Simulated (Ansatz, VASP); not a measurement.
**SiO2: VASP beside Ansatz**

File INCAR:

```
SYSTEM = SiO2
PREC     = Accurate       ! precision mode
ENCUT    = 520            ! plane-wave cutoff, eV
EDIFF    = 1E-6           ! SCF threshold, eV
ISMEAR   = -1             ! smearing method
SIGMA    = 0.3447         ! smearing width, eV
LREAL    = Auto         
LASPH    = .TRUE.         ! aspherical terms in the spheres
NELM     = 80             ! most SCF steps
ALGO     = Normal         ! electronic algorithm
ISIF     = 2              ! what is computed and relaxed
LWAVE    = .FALSE.        ! write WAVECAR
LCHARG   = .TRUE.         ! write CHGCAR
GGA      = PE             ! functional
LELF     = .TRUE.         ! ELF
LVHAR    = .TRUE.       
NBANDS   = 72             ! bands
```

Contents of KPOINTS:

```
Automatic mesh
0
G
  4 3 3
  0 0 0
```

File POSCAR:

```
SiO2
1.0
    6.6428910000     -0.3072380000     -0.0953950000
   -0.3072380000      7.1979710000     -0.1658230000
   -0.0953950000     -0.1658230000      6.9363230000
Si O
7 14
Direct
    0.5400136334      0.1102493205      0.4186176118
    0.2640210910      0.2462687364      0.0237016401
    0.4899398154      0.5704980321      0.4424865237
    0.0807723501      0.9400995658      0.6991898973
    0.6294396493      0.8701433821      0.7567085149
    0.9868954061      0.9776979988      0.2447340764
    0.2443583839      0.6878094817      0.0145763778
    0.1480359589      0.7498876452      0.7724199590
    0.2157349728      0.1395218230      0.7999657924
    0.2927334164      0.5848541028      0.3214067413
    0.2532982423      0.4492487299      0.9562686656
    0.0725412284      0.7869587764      0.1335876560
    0.5696860533      0.0408374636      0.6658446865
    0.8560207884      0.9567454754      0.7510477494
    0.1039238988      0.9578265444      0.4739671200
    0.4706867104      0.1959380817      0.1504536168
    0.1034407384      0.1763027452      0.1560308642
    0.6154742692      0.7202552957      0.6026741862
    0.7712588258      0.0006726391      0.3891267355
    0.5177052070      0.7519440187      0.0272188739
    0.5556899436      0.3648055782      0.4470712659
```

Input for Ansatz:

```yaml
crystal:
  lattice:
    - [6.642891, -0.307238, -0.095395]
    - [-0.307238, 7.197971, -0.165823]
    - [-0.095395, -0.165823, 6.936323]
  atoms:
    - { symbol: Si, position: [0.5400136334, 0.1102493205, 0.4186176118] }
    - { symbol: Si, position: [0.264021091, 0.2462687364, 0.0237016401] }
    - { symbol: Si, position: [0.4899398154, 0.5704980321, 0.4424865237] }
    - { symbol: Si, position: [0.0807723501, 0.9400995658, 0.6991898973] }
    - { symbol: Si, position: [0.6294396493, 0.8701433821, 0.7567085149] }
    - { symbol: Si, position: [0.9868954061, 0.9776979988, 0.2447340764] }
    - { symbol: Si, position: [0.2443583839, 0.6878094817, 0.0145763778] }
    - { symbol: O, position: [0.1480359589, 0.7498876452, 0.772419959] }
    - { symbol: O, position: [0.2157349728, 0.139521823, 0.7999657924] }
    - { symbol: O, position: [0.2927334164, 0.5848541028, 0.3214067413] }
    - { symbol: O, position: [0.2532982423, 0.4492487299, 0.9562686656] }
    - { symbol: O, position: [0.0725412284, 0.7869587764, 0.133587656] }
    - { symbol: O, position: [0.5696860533, 0.0408374636, 0.6658446865] }
    - { symbol: O, position: [0.8560207884, 0.9567454754, 0.7510477494] }
    - { symbol: O, position: [0.1039238988, 0.9578265444, 0.47396712] }
    - { symbol: O, position: [0.4706867104, 0.1959380817, 0.1504536168] }
    - { symbol: O, position: [0.1034407384, 0.1763027452, 0.1560308642] }
    - { symbol: O, position: [0.6154742692, 0.7202552957, 0.6026741862] }
    - { symbol: O, position: [0.7712588258, 0.0006726391, 0.3891267355] }
    - { symbol: O, position: [0.517705207, 0.7519440187, 0.0272188739] }
    - { symbol: O, position: [0.5556899436, 0.3648055782, 0.4470712659] }
basis:
  ecutwfc: 420
kpoints:
  mp_grid: { grid: [4, 3, 3] }
hamiltonian:
  xc: pbe
scf:
  occupations: { method: fermi_dirac, width: 0.3447 }
output:
  forces: true
  stress: true
  eigenvalues: true
  populations: true
  write_density: true
  write_potential: true
  elf: true
  volumetric_format: npy
```

Alike in both runs: task single point; functional PBE; k mesh 4 × 3 × 3; occupations fermi-dirac, width 0.3447 eV; no spin polarisation.

```csv
,VASP,Ansatz
version,VASP 6.6.1,Ansatz 0.2.0
potentials or method,"VASP PAW PBE potentials, release 64 (Si, O), cutoff 520 eV","scalar-relativistic, plane waves, PAW"
valence electrons in the cell,112,112
```

|  | VASP | Ansatz | Ansatz less VASP |
| --- | --- | --- | --- |
| gap on the k mesh at the Fermi level (eV) | 1.35 | 1.36 | +0.009 |
| least direct gap on the mesh (eV) | 1.49 | 1.50 | +0.009 |
| rms of the force components (eV/Å) | 3.074 | 3.058 | -0.0161 |

Atom by atom the forces differ by 0.038 eV/Å (rms over components). With one functional, cell and mesh, what is left measures potentials, basis and numerics. Ansatz's warnings: xc potential rough in thin density.
